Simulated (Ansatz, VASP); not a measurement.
Pd: VASP beside Ansatz

Contents of INCAR:

```
PREC = Accurate
ENCUT = 600
EDIFF = 1E-6
ISMEAR = -1
SIGMA = 0.05
LREAL = False
LASPH = True
NELM = 60
ALGO = Normal
ISIF = 3
LWAVE = False
LCHARG = False
GGA = PS
IBRION = 2
NSW = 80
EDIFFG = -0.005
```

The input KPOINTS:

```
Automatic mesh
0
Gamma
  12 12 12
```

Contents of POSCAR:

```
Pd
1.0
    0.0000000000      1.9465000000      1.9465000000
    1.9465000000      0.0000000000      1.9465000000
    1.9465000000      1.9465000000      0.0000000000
Pd
1
Direct
    0.0000000000      0.0000000000      0.0000000000
```

The input input.yaml:

```yaml
crystal:
  lattice:
    - [0.0, 1.9465, 1.9465]
    - [1.9465, 0.0, 1.9465]
    - [1.9465, 1.9465, 0.0]
  atoms:
    - { symbol: Pd, position: [0.0, 0.0, 0.0] }
kpoints:
  mp_grid: { grid: [12, 12, 12] }
scf:
  occupations: { method: fermi_dirac, width: 0.05 }
hamiltonian:
  xc: pbesol
  pseudopotentials: { kind: all_electron, lapw: { basis_error: 0.001 } }
output:
  forces: true
  stress: true
relax:
  f_tol: 0.005
  max_steps: 60
  cell: {}
```

Alike in both runs: task relaxation of cell and atoms; functional PBEsol; k mesh 12 × 12 × 12; occupations fermi-dirac, width 0.05 eV; no spin polarisation.

```csv
,VASP,Ansatz
version,VASP 6.6.1,Ansatz 0.2.0
potentials or method,"VASP PAW PBE potentials, release 64 (Pd), cutoff 600 eV","all-electron LAPW, scalar-relativistic"
```

```tsv
	VASP	Ansatz	Ansatz less VASP
relaxed volume (Å³/atom)	14.51	14.53	+0.023
relaxed cell length with the largest relative difference (Å)	2.738	2.739	+0.0014
```

VASP's potentials were made for PBE, not for PBEsol. Ansatz ran all-electron here, and VASP with PAW potentials.
